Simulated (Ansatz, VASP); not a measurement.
## CdF2: VASP beside Ansatz

```
CELL_PARAMETERS angstrom
0.00000 2.72781 2.72781
2.72781 0.00000 2.72781
2.72781 2.72781 0.00000
ATOMIC_POSITIONS crystal
Cd 0.00000 0.00000 0.00000
F 0.25000 0.25000 0.25000
F 0.75000 0.75000 0.75000
```

Alike in both runs: task single point; functional r2SCAN; k mesh 8 × 8 × 8; occupations fermi-dirac, width 0.053 eV; no spin polarisation.

|  | VASP | Ansatz |
| --- | --- | --- |
| version | VASP 6.6.1 | Ansatz 0.2.0 |
| potentials or method | VASP PAW PBE potentials, release 64 (Cd, F), cutoff 520 eV | PAW plane waves |
| valence electrons in the cell | 26 | 34 |

Ansatz gave:

```
gap on the k mesh at the Fermi level (eV) : 3.66
pressure (GPa)                            : -3.8
```

Question: Which values does VASP return?

Answer: gap on the k mesh at the Fermi level (eV): 3.61; pressure (GPa): -3.1.

VASP's potentials were made for PBE, not for r2SCAN. VASP's potentials hold 26 valence electrons a cell and Ansatz's 34, so a difference there can come from the potentials and not from the codes.
